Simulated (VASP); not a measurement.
# BN (I-4m2) in VASP: further runs, part 3 of 3

VASP 6.6.1. The steps go on from the part before.

## 5. Single point, PBE (uniaxial z strain -3.0%)

File INCAR:

```
SYSTEM = BN
PREC = Accurate
ENCUT = 520
EDIFF = 1E-7
ISMEAR = -1
SIGMA = 0.02
LREAL = .False.
LASPH = .True.
NELM = 80
ALGO = Normal
ISIF = 2
LWAVE = .False.
LCHARG = .True.
GGA = PE
LELF = .True.
LVHAR = .True.
NBANDS = 11
```

File KPOINTS:

```
Automatic mesh
0
Gamma
  12 12 12
  0 0 0
```

File POSCAR:

```
BN
1.0
    0.0000000000      1.8048254650      1.7506807011
    1.8048254650      0.0000000000      1.7506807011
    1.8048254650      1.8048254650      0.0000000000
B N
1 1
Direct
    0.0000000000      0.0000000000      0.0000000000
    0.2500000000      0.2500000000      0.2500000000
```

Potentials or basis: VASP PAW PBE potentials, release 64 (B, N).

The run is started by

```bash
> cat potpaw_PBE.64/B/POTCAR potpaw_PBE.64/N/POTCAR > POTCAR
> mpirun -np 1 vasp_std > vasp.out
```

OUTCAR:

```text
SYSTEM = BN
   PREC = Accurate
   ENCUT = 520
   EDIFF = 1E-7
   ISMEAR = -1
   LREAL = .False.
   LASPH = .True.
   NELM = 80
   ISIF = 2
   GGA = PE

 ion  position               nearest neighbor table
   1  0.000  0.000  0.000-   2 1.55   2 1.55   2 1.55   2 1.55
   2  0.250  0.250  0.250-   1 1.55   1 1.55   1 1.55   1 1.55

  LATTYP: Found a body centered tetragonal cell.
 ALAT       =     2.5524086503
 C/A-ratio  =     1.3717871555

  Lattice vectors:

 A1 = (   0.0000000000,  -1.8048254650,  -1.7506807011)
 A2 = (   0.0000000000,   1.8048254650,  -1.7506807011)
 A3 = (   1.8048254650,   0.0000000000,   1.7506807011)

Analysis of symmetry for initial positions (statically):
=====================================================================
 Subroutine PRICEL returns:
 Original cell was already a primitive cell.

 Routine SETGRP: Setting up the symmetry group for a
 body centered tetragonal supercell.

 Subroutine GETGRP returns: Found  8 space group operations
 (whereof  8 operations were pure point group operations)
 out of a pool of 16 trial point group operations.

The static configuration has the point symmetry D_2d.

Analysis of symmetry for dynamics (positions and initial velocities):
=====================================================================
 Subroutine PRICEL returns:
 Original cell was already a primitive cell.

 Routine SETGRP: Setting up the symmetry group for a
 body centered tetragonal supercell.

 Subroutine GETGRP returns: Found  8 space group operations
 (whereof  8 operations were pure point group operations)
 out of a pool of 16 trial point group operations.

The dynamic configuration has the point symmetry D_2d.

 Subroutine INISYM returns: Found  8 space group operations
 (whereof  8 operations are pure point group operations),
 and found     1 'primitive' translations

----------------------------------------------------------------------------------------

                                     Primitive cell

  volume of cell :      11.4053

  direct lattice vectors                    reciprocal lattice vectors
     0.000000000  1.804825465  1.750680701    -0.277035098  0.277035098  0.285603194
     1.804825465  0.000000000  1.750680701     0.277035098 -0.277035098  0.285603194
     1.804825465  1.804825465  0.000000000     0.277035098  0.277035098 -0.285603194

  length of vectors
     2.514414022  2.514414022  2.552408650     0.484836133  0.484836133  0.484836133

  position of ions in fractional coordinates (direct lattice)
     0.000000000  0.000000000  0.000000000
     0.250000000  0.250000000  0.250000000

  ion indices of the primitive-cell ions
   primitive index   ion index
                 1           1
                 2           2

----------------------------------------------------------------------------------------

 KPOINTS: Automatic mesh

Automatic generation of k-mesh.
 Grid dimensions read from file:
 generate k-points for:   12   12   12

 Generating k-lattice:

  Cartesian coordinates                     Fractional coordinates (reciprocal lattice)
    -0.023086258  0.023086258  0.023800266     0.083333333 -0.000000000  0.000000000
     0.023086258 -0.023086258  0.023800266    -0.000000000  0.083333333  0.000000000
     0.023086258  0.023086258 -0.023800266     0.000000000  0.000000000  0.083333333

  Length of vectors
     0.040403011  0.040403011  0.040403011

  Shift w.r.t. Gamma in fractional coordinates (k-lattice)
     0.000000000  0.000000000  0.000000000

 Subroutine IBZKPT returns following result:
 ===========================================

 Found    163 irreducible k-points:

 Following reciprocal coordinates:
            Coordinates               Weight
  0.000000  0.000000  0.000000      1.000000
  0.083333  0.000000  0.000000      8.000000
  0.166667  0.000000  0.000000      8.000000
  0.250000  0.000000  0.000000      8.000000
  0.333333 -0.000000  0.000000      8.000000
  0.416667  0.000000  0.000000      8.000000
[... 16 lines left out ...]
  0.500000  0.166667  0.000000      8.000000
 -0.416667  0.166667  0.000000      8.000000
 [... further k-points ...]
   k-points           NKPTS =    163   k-points in BZ     NKDIM =    163   number of bands    NBANDS=     11
   number of dos      NEDOS =    301   number of ions     NIONS =      2
   total plane-waves  NPLWV =   8000
   dimension x,y,z NGX =    20 NGY =   20 NGZ =   20
   dimension x,y,z NGXF=    40 NGYF=   40 NGZF=   40
   ions per type =               1   1
   NGX,Y,Z   is equivalent  to a cutoff of  13.22, 13.22, 13.03 a.u.
   NGXF,Y,Z  is equivalent  to a cutoff of  26.45, 26.45, 26.05 a.u.
 SYSTEM =  BN
   PREC   = accura    normal or accurate (medium, high low for compatibility)
   ISTART =      0    job   : 0-new  1-cont  2-samecut
   ICHARG =      2    charge: 1-file 2-atom 10-const
   ISPIN  =      1    spin polarized calculation?
   LNONCOLLINEAR =      F non collinear calculations
   LSORBIT =      F    spin-orbit coupling
   LASPH  =      T    aspherical Exc in radial PAW
   ENCUT  =  520.0 eV  38.22 Ry    6.18 a.u.   4.68  4.68  4.75*2*pi/ulx,y,z
   NELM   =     80;   NELMIN=  2; NELMDL= -5     # of ELM steps
   EDIFF  = 0.1E-06   stopping-criterion for ELM
   LREAL  =      F    real-space projection
   EDIFFG = 0.1E-05   stopping-criterion for IOM
   NSW    =      0    number of steps for IOM
   IBRION =     -1    ionic relax: 0-MD 1-quasi-New 2-CG
   NFREE  =      0    steps in history (QN), initial steepest desc. (CG)
   ISIF   =      2    stress and relaxation
   ISYM   =      2    0-nonsym 1-usesym 2-fastsym
   POTIM  = 0.5000    time-step for ionic-motion
   TEBEG  =    0.0;   TEEND  =   0.0 temperature during run
   PSTRESS=    0.0 pullay stress
   NELECT =       8.0000    total number of electrons
   NUPDOWN=      -1.0000    fix difference up-down
   EMIN   =  10.00;   EMAX   =-10.00  energy-range for DOS
   EFERMI =   0.00;   METHOD = LEGACY
   ISMEAR =    -1;   SIGMA  =   0.02  broadening in eV -4-tet -1-fermi 0-gaus
   EFERMI_NEDOS =   21; number of points for ismear=-14 and -15
   IALGO  =     38    algorithm
   IMIX   =      4    mixing-type and parameters
     AMIX     =   0.40;   BMIX     =  1.00
     AMIX_MAG =   1.60;   BMIX_MAG =  1.00
  volume/ion in A,a.u.               =       5.70        38.48
  Fermi-wavevector in a.u.,A,eV,Ry     =   1.454574  2.748746 28.786995  2.115784
  Thomas-Fermi vector in A             =   2.571709
   LORBIT       =      0    0 simple, 1 ext, 2 COOP (PROOUT), +10 PAW based schemes
   GGA     = PE    functional components
   LHFCALC =     F    Hartree Fock is set to
   AEXX    =    0.0000 exact exchange contribution
   IVDW    =     0    specifies the selected vdW correction
   LEPSILON=     F    determine dielectric tensor
   LRPA    =     F    only Hartree local field effects (RPA)
 non-spin polarized calculation
  energy-cutoff  :      520.00
  volume of cell :       11.41
 maximum number of plane-waves:       323
   NGX =  9   NGY =  9   NGZ =  9

 number of electron       7.9999998 magnetization

 Free energy of the ion-electron system (eV)
  ---------------------------------------------------
  ext. energy  EPLUGINS =         0.00000000
  ---------------------------------------------------
  free energy    TOTEN  =       -17.40956542 eV

  energy without entropy =      -17.40956542  energy(sigma->0) =      -17.40956542

 E-fermi :   8.4291     XC(G=0): -12.9964

 val. band max:        8.0356502213   @ k =   0.0000   0.0000   0.0000
 cond. band min:      11.9811184891   @ k =   0.5000   0.5000   0.0000
 fundamental gap:      3.9454682678
 Fermi energy:         8.4291483567

 k-point     1 :       0.0000    0.0000    0.0000
  band No.  band energies     occupation
      1     -12.7923      2.00000
      2       7.7431      2.00000
      3       7.7431      2.00000
      4       8.0357      2.00000
      5      16.6901      0.00000
      6      16.9085      0.00000
      7      16.9085      0.00000
      8      18.7585      0.00000
      9      33.2618      0.00000
     10      35.2433      0.00000
     11      36.1250      0.00000
[... 309 lines left out ...]
 k-point    24 :      -0.4167    0.1667    0.0000
  band No.  band energies     occupation
      1      -8.0368      2.00000
      2      -2.4132      2.00000
      3       3.8719      2.00000
      4       4.9227      2.00000
      5      16.9665      0.00000
      6      20.2499      0.00000
      7      20.7110      0.00000
      8      24.0212      0.00000
      9      29.1061      0.00000
     10      33.6026      0.00000
     11      35.2426      0.00000

 [... further k-points ...]
[... 5 lines left out ...]
  --------------------------------------------------------------------------------------
  -------------------------------------------------------------------------------------
  Total        0.8145721      0.8145721      2.1315944      0.0000000     -0.0000000      0.0000000
  in kB      114.4281173    114.4281173    299.4386040      0.0000000     -0.0000000      0.0000000
  external PRESSURE =     176.0982795 kB  Pullay stress =       0.0000000 kB

 VOLUME and BASIS-vectors are now :
 -----------------------------------------------------------------------------
  energy-cutoff  :      520.00
  volume of cell :       11.41
      direct lattice vectors                 reciprocal lattice vectors
     0.000000000  1.804825465  1.750680701    -0.277035098  0.277035098  0.285603194
     1.804825465  0.000000000  1.750680701     0.277035098 -0.277035098  0.285603194
     1.804825465  1.804825465  0.000000000     0.277035098  0.277035098 -0.285603194

 POSITION                                       TOTAL-FORCE (eV/Angst)
 -----------------------------------------------------------------------------------
      0.00000      0.00000      0.00000         0.000000      0.000000      0.000000
      0.90241      0.90241      0.87534        -0.000000     -0.000000     -0.000000
 -----------------------------------------------------------------------------------
    total drift:                                0.000001      0.000001     -0.000002

  FREE ENERGIE OF THE ION-ELECTRON SYSTEM (eV)
  ---------------------------------------------------
  free  energy   TOTEN  =       -17.4095654231 eV

  energy  without entropy=      -17.4095654231  energy(sigma->0) =      -17.40956542
```

OSZICAR:

```text
N       E                     dE             d eps       ncg     rms          rms(c)
DAV:   1     0.108732358601E+02    0.10873E+02   -0.50336E+03  3693   0.726E+02
DAV:   2    -0.179272248216E+02   -0.28800E+02   -0.27855E+02  4248   0.168E+02
DAV:   3    -0.184302039173E+02   -0.50298E+00   -0.50214E+00  4270   0.190E+01
DAV:   4    -0.184307612302E+02   -0.55731E-03   -0.55731E-03  3823   0.703E-01
DAV:   5    -0.184307616992E+02   -0.46893E-06   -0.46946E-06  4159   0.203E-02    0.691E+00
DAV:   6    -0.175079552121E+02    0.92281E+00   -0.28877E+00  3763   0.999E+00    0.339E+00
DAV:   7    -0.174245834223E+02    0.83372E-01   -0.12074E-01  4030   0.283E+00    0.197E+00
DAV:   8    -0.174092756494E+02    0.15308E-01   -0.36915E-02  3966   0.141E+00    0.212E-01
DAV:   9    -0.174094782977E+02   -0.20265E-03   -0.90864E-04  3793   0.260E-01    0.870E-02
DAV:  10    -0.174095605449E+02   -0.82247E-04   -0.11619E-04  3927   0.920E-02    0.155E-02
DAV:  11    -0.174095653996E+02   -0.48547E-05   -0.83589E-06  4096   0.239E-02    0.106E-02
DAV:  12    -0.174095654220E+02   -0.22395E-07   -0.14581E-06  3991   0.833E-03    0.619E-04
DAV:  13    -0.174095654231E+02   -0.10851E-08   -0.21413E-08  1955   0.144E-03
   1 F= -.17409565E+02 E0= -.17409565E+02  d E =-.136545E-11
```

Wall time 40 s (1 thread of AMD EPYC 7R13, shared host); peak memory 0.1 GiB.

What came out:

```
Free energy            : -17.4096 eV
Pressure               : 17.6 GPa
Band gap on the k mesh : 3.95 eV, indirect (least direct gap 8.65 eV)
```

Stress tensor (GPa, compression positive):
```
11.44  0.00  0.00
 0.00 11.44  0.00
 0.00  0.00 29.94
```

Caveat: the cell differs from its parent crystal (uniaxial z strain -3.0%).

## 6. Single point, PBE (uniaxial z strain -2.0%)

File INCAR:

```
ALGO = Normal
EDIFF = 1E-7
ENCUT = 520
GGA = PE
ISIF = 2
ISMEAR = -1
LASPH = T
LCHARG = F
LREAL = F
LWAVE = F
NBANDS = 11
NELM = 60
PREC = Accurate
SIGMA = 0.02
```

File KPOINTS:

```
k-points
0
Gamma
  12 12 12
```

File POSCAR:

```
BN
1.0
    0.0000000000      1.8048254650      1.7687289557
    1.8048254650      0.0000000000      1.7687289557
    1.8048254650      1.8048254650      0.0000000000
B N
1 1
Direct
    0.0000000000      0.0000000000      0.0000000000
    0.2500000000      0.2500000000      0.2500000000
```

Potentials or basis: VASP PAW PBE potentials, release 64 (B, N).

The run is started by

```bash
> cat potpaw_PBE.64/B/POTCAR potpaw_PBE.64/N/POTCAR > POTCAR
> mpirun -np 1 vasp_std > vasp.out
```

Run time: 46 s. Hardware: 1 thread of AMD EPYC 7R13, shared host; peak memory 0.1 GiB.

It converged, with:

```
Free energy            : -17.4286 eV
Pressure               : 13.2 GPa
Band gap on the k mesh : 4.12 eV, indirect (least direct gap 8.71 eV)
```

Stress tensor (GPa, compression positive):
```
 9.11  0.00  0.00
 0.00  9.11  0.00
 0.00  0.00 21.45
```

Levels at points of the mesh, in eV from the valence-band top:
```
           k point  band 1  band 2  band 3  band 4  band 5  band 6  band 7  band 8  band 9
(0.00, 0.00, 0.00)  -20.64   -0.20   -0.20    0.00    8.71    8.86    8.86   10.62   25.09
(0.50, 0.00, 0.00)  -16.31  -11.05   -2.27   -1.96   10.15   10.59   11.02   15.38   23.67
(0.50, 0.50, 0.00)  -14.75   -9.01   -5.34   -5.34    4.12    8.92   18.20   18.20   21.36
(0.50, 0.00, 0.50)  -14.99   -9.31   -5.06   -5.06    4.48    9.40   17.98   18.29   20.93
```

Caveat: the cell differs from its parent crystal (uniaxial z strain -2.0%). A k mesh can miss the band edges.

## 7. Summary

| cell | k mesh | smearing | gap on the mesh (eV) | pressure (GPa) |
| --- | --- | --- | --- | --- |
| a = 2.591, b = 2.591, c = 2.552 Å, angles 60.5, 60.5, 59.0°, 2 atoms | 6 × 6 × 6 | gaussian 0.01 eV | 4.17 | -5.9 |
| a = 2.604, b = 2.604, c = 2.552 Å, angles 60.7, 60.7, 58.7°, 2 atoms | 6 × 6 × 6 | gaussian 0.01 eV | 4.08 | -9.3 |
| a = 2.502, b = 2.502, c = 2.552 Å, angles 59.3, 59.3, 61.3°, 2 atoms | 12 × 12 × 12 | fermi-dirac 0.02 eV | 3.77 | 22.2 |
| a = 2.514, b = 2.514, c = 2.552 Å, angles 59.5, 59.5, 61.0°, 2 atoms | 12 × 12 × 12 | fermi-dirac 0.02 eV | 3.95 | 17.6 |
| a = 2.527, b = 2.527, c = 2.552 Å, angles 59.7, 59.7, 60.7°, 2 atoms | 12 × 12 × 12 | fermi-dirac 0.02 eV | 4.12 | 13.2 |

Alike in all rows: task single point; level PBE; potentials or basis VASP PAW PBE potentials, release 64 (B, N); no spin polarisation; cutoff (eV) 520.

Caveats: some runs use coarse meshes.

Total energies depend on the potentials used, so only differences within one code and one set of settings carry meaning.
